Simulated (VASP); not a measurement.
Here is a VASP 6.6.1 calculation.

Contents of INCAR:

```
SYSTEM = Hg
PREC = Accurate
ENCUT = 520
EDIFF = 1E-7
ISMEAR = 0
SIGMA = 0.15
LREAL = .False.
LASPH = .True.
NELM = 60
ALGO = Fast
ISIF = 2
LWAVE = .False.
LCHARG = .False.
GGA = PS
IVDW = 12
NBANDS = 19
```

KPOINTS

```
regular mesh
0
Gamma
  18 18 10
  0 0 0
```

File POSCAR:

```
Hg
1.0
    3.2795780189      0.0000000000      0.0000000000
   -1.6397890095      2.8401978781      0.0000000000
    0.0000000000      0.0000000000      5.0498942335
Hg
2
Direct
    0.6666666667      0.3333333333      0.7500000000
    0.3333333333      0.6666666667      0.2500000000
```

Potentials or basis: VASP PAW PBE potentials, release 64 (Hg).

The run is started by

```sh
$ cat potpaw_PBE.64/Hg/POTCAR > POTCAR
$ mpirun -np 1 vasp_std > vasp.out
```

(1) What does it give for the pressure?

(2) Predict the dispersion energy per atom.

(3) What does it give for the band gap on the k mesh?

Results:

(1) -2.4 GPa.

(2) -0.424 eV.

(3) zero (bands 12 and 13 overlap by 1.12 eV).

Caveat: the PAW data sets were made with another functional, which shifts forces and pressure a little; spin-orbit coupling is left out, which moves the levels of the heavy elements.
